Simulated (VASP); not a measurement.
ZrC: single point with r2SCAN

The system is ZrC.

```
Zr C
1.0
     0.00000    2.30778    2.30778
     2.30778    0.00000    2.30778
     2.30778    2.30778    0.00000
Zr C
1 1
Cartesian
  2.3078 2.3078 2.3078
  0.0000 0.0000 0.0000
```

This cell differs from its parent crystal: volume scaled by 0.94.

- Program: VASP 6.6.1
- Task: single point
- Functional: r2SCAN
- Potentials or basis: VASP PAW PBE potentials, release 64 (Zr_sv, C)
- Cutoff: 520 eV
- k mesh: 16 × 16 × 16
- Occupations: gaussian, width 0.1 eV
- Spin: no spin polarisation

```
Pressure               : 16.3 GPa
Band gap on the k mesh : zero (band 8 reaches 11.22 eV, above the bottom of band 9 at 9.88 eV)
```

Levels at points of the mesh, in eV from the Fermi level:
| k point | band 4 | band 5 | band 6 | band 7 | band 8 | band 9 | band 10 | band 11 | band 12 | band 13 |
| --- | --- | --- | --- | --- | --- | --- | --- | --- | --- | --- |
| (0.00, 0.00, 0.00) | -26.57 | -12.23 | 0.93 | 0.93 | 0.93 | 1.33 | 1.33 | 1.33 | 3.13 | 3.13 |
| (0.50, 0.00, 0.00) | -26.66 | -8.84 | -5.70 | -3.31 | -3.31 | 5.12 | 5.12 | 6.07 | 7.22 | 11.35 |
| (0.50, 0.50, 0.00) | -26.92 | -11.16 | -2.11 | -1.83 | 0.07 | 0.07 | 4.92 | 6.39 | 6.39 | 9.04 |

It took 7.9 min on 1 thread of AMD EPYC 7R13 (shared host), peak memory 0.15 GiB.

Caveat: the PAW data sets were made with another functional, which shifts forces and pressure a little.
